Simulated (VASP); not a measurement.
The system is CO2.

```
CELL_PARAMETERS angstrom
5.71322 0.00000 0.00000
0.00000 5.71322 0.00000
0.00000 0.00000 5.71322
ATOMIC_POSITIONS crystal
C 0.00000 0.00000 0.00000
C 0.50000 0.00000 0.50000
C 0.50000 0.50000 0.00000
C 0.00000 0.50000 0.50000
O 0.11812 0.11812 0.11812
O 0.38188 0.88188 0.61812
O 0.61812 0.38188 0.88188
O 0.88188 0.61812 0.38188
O 0.88188 0.88188 0.88188
O 0.61812 0.11812 0.38188
O 0.38188 0.61812 0.11812
O 0.11812 0.38188 0.61812
```

| Quantity | Value |
| --- | --- |
| Program | VASP 6.6.1 |
| Task | relaxation of cell and atoms |
| Functional | PBE |
| Potentials or basis | VASP PAW PBE potentials, release 64 (C, O) |
| Cutoff | 600 eV |
| k mesh | 4 × 4 × 4 |
| Occupations | gaussian, width 0.02 eV |
| Spin | no spin polarisation |

At the start: pressure 2.1 GPa; volume 15.54 Å³/atom.

Question: How do energy, volume and symmetry change on relaxing?

Answer: Over 11 steps the energy falls by 3.2 meV/atom and the volume is 17.09 Å³/atom (+10.0 %); space group Pa-3 (No. 205, to 0.1 Å) before and after.

The path:
```
step  energy change (eV)  largest force (eV/Å)  pressure (GPa)  volume (Å³)
   1              0.0000                0.6007            2.06       186.48
   2              0.4285                3.1611           -8.02       191.92
   3             -0.0158                0.0696            0.27       187.31
   4             -0.0159                0.0492            0.32       187.29
   5             -0.0180                0.0472            0.31       188.06
   6             -0.0237                0.0390            0.25       190.41
   7             -0.0321                0.0154            0.17       195.15
   8             -0.0384                0.0592            0.15       204.88
   9              0.0180                1.1664           -2.84       209.10
  10             -0.0386                0.0055           -0.01       205.08
  11             -0.0386                0.0020            0.00       205.07
```

Final structure:
```
C O
1.0
     5.89703    0.00000    0.00000
     0.00000    5.89703    0.00000
     0.00000    0.00000    5.89703
C O
4 8
Direct
  0.00000 0.00000 0.00000
  0.50000 0.00000 0.50000
  0.50000 0.50000 0.00000
  0.00000 0.50000 0.50000
  0.11507 0.11507 0.11507
  0.38493 0.88493 0.61507
  0.61507 0.38493 0.88493
  0.88493 0.61507 0.38493
  0.88493 0.88493 0.88493
  0.61507 0.11507 0.38493
  0.38493 0.61507 0.11507
  0.11507 0.38493 0.61507
```

Caveat: this functional lacks dispersion, which holds the molecules together, so the pressure and a relaxed volume are unreliable.
